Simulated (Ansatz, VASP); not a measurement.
Two plane-wave programs on ZrSi3

File INCAR:

```
SYSTEM = ZrSi3
PREC = Accurate
ENCUT = 600
EDIFF = 1E-6
ISMEAR = 0
SIGMA = 0.1
LREAL = .FALSE.
LASPH = .TRUE.
NELM = 80
ALGO = Normal
ISIF = 3
LWAVE = .FALSE.
LCHARG = .FALSE.
GGA = PE
IBRION = 2
NSW = 90
EDIFFG = -0.04
```

The input KPOINTS:

```
Automatic mesh
0
G
  6 6 4
  0 0 0
```

Contents of POSCAR:

```
ZrSi3
1.0
    3.9127698900      0.0000000000      0.0000000000
   -1.9563849400      3.3885581200      0.0000000000
    0.0000000000      0.0000000000      5.6684431600
Zr Si
1 3
Direct
    0.0000000000      0.0000000000      0.5000000000
    0.5000000000      0.0000000000      0.0000000000
    0.0000000000      0.5000000000      0.0000000000
    0.5000000000      0.5000000000      0.0000000000
```

Input for Ansatz:

```yaml
crystal:
  lattice:
    - [3.91276989, 0.0, 0.0]
    - [-1.95638494, 3.38855812, 0.0]
    - [0.0, 0.0, 5.66844316]
  atoms:
    - { symbol: Zr, position: [0.0, 0.0, 0.5] }
    - { symbol: Si, position: [0.5, 0.0, 0.0] }
    - { symbol: Si, position: [0.0, 0.5, 0.0] }
    - { symbol: Si, position: [0.5, 0.5, 0.0] }
basis:
  ecutwfc: 420
kpoints:
  mp_grid: { grid: [6, 6, 4] }
hamiltonian:
  xc: pbe
scf:
  occupations: { method: gaussian, width: 0.1 }
  lower_state_search: "off"
output:
  forces: true
  stress: true
  eigenvalues: true
relax:
  adjacent_minimum: "off"
  f_tol: 0.04
  max_steps: 70
  cell: { stress_tol: 0.4 }
```

Alike in both runs: task relaxation of cell and atoms; functional PBE; k mesh 6 × 6 × 4; occupations gaussian, width 0.1 eV; no spin polarisation.

|  | VASP | Ansatz |
| --- | --- | --- |
| version | VASP 6.6.1 | Ansatz 0.2.0 |
| potentials or method | VASP PAW PBE potentials, release 64 (Zr_sv, Si), cutoff 600 eV | scalar-relativistic, plane waves, PAW |
| valence electrons in the cell | 24 | 24 |

|  | VASP | Ansatz | Ansatz less VASP |
| --- | --- | --- | --- |
| gap on the k mesh at the Fermi level, each at its own relaxed structure (eV) | none | none | - |
| relaxed volume (Å³/atom) | 15.80 | 15.83 | +0.027 |
| relaxed cell length with the largest relative difference (Å) | 2.820 | 2.823 | +0.0028 |

A gap of «none» marks a metal or a gap that the smearing closes.

Noted on VASP's run: the volume moved by over 15 % at a fixed basis, so the end points are rough.
